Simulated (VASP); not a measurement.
Wanted: the native input for a VASP 6.6.1 run.

| Quantity | Value |
| --- | --- |
| Task | G0W0 quasiparticle levels |
| Functional | PBE |
| Potentials or basis | VASP PAW PBE potentials, release 64 (Mg_GW, O_GW) |
| Cutoff | 500 eV |
| k mesh | 6 × 6 × 6 |
| Occupations | gaussian, width 0.01 eV |
| Spin | no spin polarisation |
| Dipole correction | no |
| GW scheme | G0W0 |
| GW iterations | 1 |
| Cutoff of the response function | 150 |
| Frequency points | 96 |
| Empty bands | 77 |
| Further INCAR settings | ALGO = EVGW0; EDIFF = 1e-08; NBANDS = 81 |

Crystal: MgO.

```
Mg O
1.0
    -0.05255    2.10217    2.10217
     2.10217   -0.05255    2.10217
     2.04961    2.04961    0.00000
Mg O
1 1
Direct
  0.00000 0.00000 0.00000
  0.50000 0.50000 0.50000
```

One way to write it, as run:

POSCAR

```
MgO
1.0
   -0.0525541854      2.1021674158      2.1021674158
    2.1021674158     -0.0525541854      2.1021674158
    2.0496132304      2.0496132304      0.0000000000
Mg O
1 1
Direct
    0.0000000000      0.0000000000      0.0000000000
    0.5000000000      0.5000000000      0.5000000000
```

INCAR.step1

```
ALGO = Normal ; EDIFF = 1E-8
ENCUT = 500 ; GGA = PE
ISMEAR = 0 ; LASPH = True
LCHARG = False ; LREAL = False
LWAVE = True ; NELM = 60
PREC = Accurate ; SIGMA = 0.01
```

INCAR.step2

```
ALGO = Exact ; EDIFF = 1E-8
ENCUT = 500 ; GGA = PE
ISMEAR = 0 ; ISTART = 1
LASPH = True ; LCHARG = False
LOPTICS = True ; LREAL = False
LWAVE = True ; NBANDS = 81
NELM = 1 ; PREC = Accurate
SIGMA = 0.01
```

INCAR.step3

```
ALGO = EVGW0 ; EDIFF = 1E-8
ENCUT = 500 ; ENCUTGW = 150.0
GGA = PE ; ISMEAR = 0
ISTART = 1 ; LASPH = True
LCHARG = False ; LREAL = False
LWAVE = False ; NBANDS = 81
NBANDSGW = 12 ; NELMGW = 1
NOMEGA = 96 ; OMEGAMAX = 30
PREC = Accurate ; PRECFOCK = Fast
SIGMA = 0.01
```

KPOINTS

```
k-points
0
Gamma
  6 6 6
```

Potentials or basis: VASP PAW PBE potentials, release 64 (Mg_GW, O_GW).

Run with:

```console
$ cat potpaw_PBE.64/Mg_GW/POTCAR potpaw_PBE.64/O_GW/POTCAR > POTCAR
$ cp INCAR.step1 INCAR
$ mpirun -np 1 vasp_std > vasp.out
$ cp INCAR.step2 INCAR
$ mpirun -np 1 vasp_std > vasp.out
$ cp INCAR.step3 INCAR
$ mpirun -np 1 vasp_std > vasp.out
```

Results of the run:

* Quasiparticle gap: 7.08 eV
* Least direct quasiparticle gap: 7.08 eV
* Band gap of the starting levels on the mesh: 4.56 eV
* Least direct gap of the starting levels on the mesh: 4.56 eV

Caveat: the k points lie up to 0.44 Å⁻¹ apart; bands, screening cutoff and mesh are small and nothing is extrapolated, so the quasiparticle values aren't converged.

It took 8.5 min on 1 thread of AMD EPYC 9R45 96-Core Processor (Zen 5), on a shared host, peak memory 0.42 GiB.
